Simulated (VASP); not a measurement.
# Rh: single point with LDA

Crystal: Rh.

```
Rh
1.0
     0.00000    1.87762    1.87762
     1.87762    0.00000    1.87762
     1.87762    1.87762    0.00000
Rh
1
Direct
  0.00000 0.00000 0.00000
```

```yaml
Program: VASP 6.6.1
Task: single point
Functional: LDA
Potentials_or_basis: VASP PAW LDA potentials, release 64 (Rh_pv)
Cutoff: 520 eV
k_mesh: 14 × 14 × 14
Occupations: methfessel-paxton, width 0.3 eV
Spin: no spin polarisation
Dipole_correction: no
Further_INCAR_settings: ALGO = Normal; EDIFF = 1e-06; NBANDS = 14
```

The pressure is 0.4 GPa.

Levels at points of the mesh, in eV from the Fermi level:
```
           k point  band 5  band 6  band 7  band 8  band 9  band 10
(0.00, 0.00, 0.00)   -3.29   -3.29   -3.29   -1.04   -1.04    15.91
(0.50, 0.00, 0.00)   -3.37   -3.37    0.63    0.63    0.65     8.99
(0.50, 0.50, 0.00)   -6.34    0.61    1.07    1.07    3.25    12.74
```

It took 8.4 s on 1 thread of Intel(R) Xeon(R) Platinum 8488C (Sapphire Rapids), on a shared host, peak memory 0.13 GiB.
